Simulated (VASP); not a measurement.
A run of VASP 6.6.1 is set up as follows.

File INCAR:

```
SYSTEM = Fe
PREC = Accurate ; ENCUT = 600
EDIFF = 1E-6 ; ISMEAR = 0
SIGMA = 0.1 ; LREAL = .FALSE.
LASPH = .TRUE. ; NELM = 150
ALGO = Fast ; ISIF = 3
LWAVE = .FALSE. ; LCHARG = .FALSE.
ISPIN = 2 ; MAGMOM = 1.37 1.37
LORBIT = 11 ; LMAXMIX = 4
GGA = PS ; IBRION = 2
NSW = 90 ; EDIFFG = -0.04
```

Contents of KPOINTS:

```
regular mesh
0
G
  6 6 6
  0 0 0
```

The input POSCAR:

```
Fe
1.0
    1.5630294866      0.9024154948      2.8984507864
   -1.5630294866      0.9024154948      2.8984507864
    0.0000000000     -1.8048309896      2.8984507864
Fe
2
Direct
    0.2275400000      0.2275400000      0.2275400000
    0.7724600000      0.7724600000      0.7724600000
```

Potentials or basis: VASP PAW PBE potentials, release 64 (Fe).

The run is started by

```console
$ cat potpaw_PBE.64/Fe/POTCAR > POTCAR
$ mpirun -np 1 vasp_std > vasp.out
```

Q: What does it give for the relaxed volume?

A: 9.87 Å³/atom.

Q: Estimate the net moment.

A: 0.00 μB per cell.

Q: Estimate the band gap on the k mesh.

A: Zero (filled and empty bands overlap).

Q: What does it give for the relaxed cell?

A: a = 4.158 Å, b = 4.158 Å, c = 4.158 Å, α = 33.73°, β = 33.73°, γ = 33.73°.

Forces in eV/Å, atoms in the order of the input:
```
Fe   0.000  0.000 -0.009
Fe   0.000  0.000  0.009
```

Caveat: the k points lie up to 0.51 Å⁻¹ apart in the final cell, too coarse for converged energies and pressures of a metal; the volume moved by over 15 % at a fixed basis, so the end points are rough; the PAW data sets were made with another functional, which shifts forces and pressure a little.
